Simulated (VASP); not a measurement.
Cs, 1 atom in the cell. Symmetry: Im-3m, No. 229, cubic system. The conventional cell has a = 6.164 Å, b = 6.164 Å, c = 6.164 Å, α = 90.00°, β = 90.00°, γ = 90.00°.  This cell differs from its parent crystal: volume scaled by 1.06.

```yaml
Program: VASP 6.6.1
Task: electric field gradients
Functional: PBE
Potentials_or_basis: VASP PAW PBE potentials, release 64 (Cs_sv)
Cutoff: 520 eV
k_mesh: 9 × 9 × 9
Occupations: fermi-dirac, width 0.05 eV
Spin: no spin polarisation
Dipole_correction: no
Further_INCAR_settings: ALGO = Normal; EDIFF = 1e-08; NBANDS = 10
```

Potentials or basis: VASP PAW PBE potentials, release 64 (Cs_sv).

Command:

```console
$ cat potpaw_PBE.64/Cs_sv/POTCAR > POTCAR
$ mpirun -np 1 vasp_std > vasp.out
```

Hardware: 1 thread of Intel(R) Xeon(R) Platinum 8259CL CPU @ 2.50GHz (Skylake/Cascade Lake), with other jobs on the host.

Problem. Estimate the wall time of this run.

Solution. It took 26 s on 1 thread of Intel(R) Xeon(R) Platinum 8259CL CPU @ 2.50GHz (Skylake/Cascade Lake), on a shared host, peak memory 0.24 GiB. Counts: scf iterations 13, k points 35.
